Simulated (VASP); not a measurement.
Wanted: the native input for a VASP 6.6.1 run.

```yaml
Task: single point
Functional: PBE
Potentials_or_basis: VASP PAW PBE potentials, release 64 (Be)
Cutoff: 520 eV
k_mesh: 24 × 24 × 26
Occupations: gaussian, width 0.1 eV
Spin: no spin polarisation
Dipole_correction: no
Further_INCAR_settings: ALGO = Normal; EDIFF = 1e-06; NBANDS = 7
```

The structure of Be lies in POSCAR:

```
Be
1.0
    2.2327400347      0.0000000000      0.0000000000
    0.0000000000      2.2327400347      0.0000000000
    0.0000000000      0.0000000000      2.0656452842
Be
1
Direct
    0.5000000000      0.5000000000      0.0000000000
```

One way to write it, as run:

INCAR

```
SYSTEM = Be
  PREC = Accurate
  ENCUT = 520
  EDIFF = 1E-6
  ISMEAR = 0
  SIGMA = 0.1
  LREAL = .False.
  LASPH = .True.
  NELM = 100
  ALGO = Normal
  ISIF = 2
  LWAVE = .False.
  LCHARG = .True.
  GGA = PE
  LELF = .True.
  LVHAR = .True.
  NBANDS = 7
```

KPOINTS

```
regular mesh
0
Gamma
  24 24 26
  0 0 0
```

Potentials or basis: VASP PAW PBE potentials, release 64 (Be).

Launch:

```sh
$ cat potpaw_PBE.64/Be/POTCAR > POTCAR
$ mpirun -np 1 vasp_std > vasp.out
```

It gave:

The pressure is 0.1 GPa and the band gap on the k mesh is zero (band 1 reaches 9.34 eV, above the bottom of band 2 at 2.47 eV).

Run time: 22 s on 1 thread of AMD EPYC 9R45 96-Core Processor (Zen 5) (shared host), peak memory 0.15 GiB.
